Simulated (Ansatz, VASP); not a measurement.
Two plane-wave programs on AsPbI5

The input POSCAR:

```
AsPbI5
1.0
   -2.8064229747      4.6441531427      5.9182855362
    2.8064229747     -4.6441531427      5.9182855362
    2.8064229747      4.6441531427     -5.9182855362
As Pb I
1 1 5
Direct
    0.5000000000      0.5000000000      0.0000000000
    0.0000000000      0.0000000000      0.0000000000
    0.8072411523      0.5000000000      0.3072411523
    0.1927588477      0.5000000000      0.6927588477
    0.2593363285      0.2593363285      0.0000000000
    0.7406636715      0.7406636715      0.0000000000
    0.5000000000      0.0000000000      0.5000000000
```

Contents of INCAR.step1:

```
ALGO = Normal ; EDIFF = 1E-4
ENCUT = 520 ; GGA = PE
ISMEAR = -1 ; LASPH = T
LCHARG = F ; LREAL = F
LWAVE = T ; NBANDS = 36
NELM = 80 ; PREC = Accurate
SIGMA = 0.03
```

File INCAR.step2:

```
ALGO = Normal ; BPARAM = 11.95
CPARAM = 0.0093 ; EDIFF = 1E-6
ENCUT = 520 ; ISIF = 2
ISMEAR = -1 ; ISTART = 1
IVDW_NL = 2 ; LASPH = T
LCHARG = F ; LMIXTAU = T
LREAL = F ; LUSE_VDW = T
LWAVE = F ; METAGGA = R2SCAN
NBANDS = 36 ; NELM = 80
PREC = Accurate ; SIGMA = 0.03
```

File KPOINTS:

```
k-points
0
Gamma
  6 6 6
```

Input for Ansatz:

```yaml
crystal:
  lattice:
    - [-2.8064229747, 4.6441531427, 5.9182855362]
    - [2.8064229747, -4.6441531427, 5.9182855362]
    - [2.8064229747, 4.6441531427, -5.9182855362]
  atoms:
    - { symbol: As, position: [0.5, 0.5, 0.0] }
    - { symbol: Pb, position: [0.0, 0.0, 0.0] }
    - { symbol: I, position: [0.8072411523, 0.5, 0.3072411523] }
    - { symbol: I, position: [0.1927588477, 0.5, 0.6927588477] }
    - { symbol: I, position: [0.2593363285, 0.2593363285, 0.0] }
    - { symbol: I, position: [0.7406636715, 0.7406636715, 0.0] }
    - { symbol: I, position: [0.5, 0.0, 0.5] }
kpoints:
  mp_grid: { grid: [6, 6, 6] }
  band_path:
    path:
      - [0.0, 0.0, 0.0]
      - [0.5, 0.5, -0.5]
      - [0.3062152872, 0.6937847128, -0.3062152872]
      - [-0.3062152872, 0.3062152872, 0.3062152872]
      - [0.4039434603, -0.4039434603, 0.4039434603]
      - [0.5960565397, 0.4039434603, -0.4039434603]
      - [0.0, 0.5, 0.0]
      - [0.25, 0.25, 0.25]
      - [0.5, 0.0, 0.0]
    npoints: 1
hamiltonian:
  xc: r2scan
  dispersion: rvv10
scf:
  occupations: { method: fermi_dirac, width: 0.03 }
  n_extra_bands: 5
output:
  forces: true
  stress: true
  eigenvalues: true
  write_density: true
  write_potential: true
  elf: true
  volumetric_format: npy
```

Alike in both runs: task single point; functional r2SCAN; dispersion rVV10; k mesh 6 × 6 × 6; occupations fermi-dirac, width 0.03 eV; no spin polarisation.

```csv
,VASP,Ansatz
version,VASP 6.6.1,Ansatz 0.2.0
potentials or method,"VASP PAW PBE potentials, release 64 (As, Pb_d, I)","plane waves, PAW"
plane-wave cutoff (eV),520,500
valence electrons in the cell,54,114
```

VASP gave:

| Item | Value |
| --- | --- |
| pressure (GPa) | 0.1 |

Question: Which values does Ansatz return?

Answer: Pressure (GPa): 0.0.

VASP's potentials were made for PBE, not for r2SCAN. VASP's potentials hold 54 valence electrons a cell and Ansatz's 114, so a difference there can come from the potentials and not from the codes.

Neither program's run includes spin-orbit coupling.
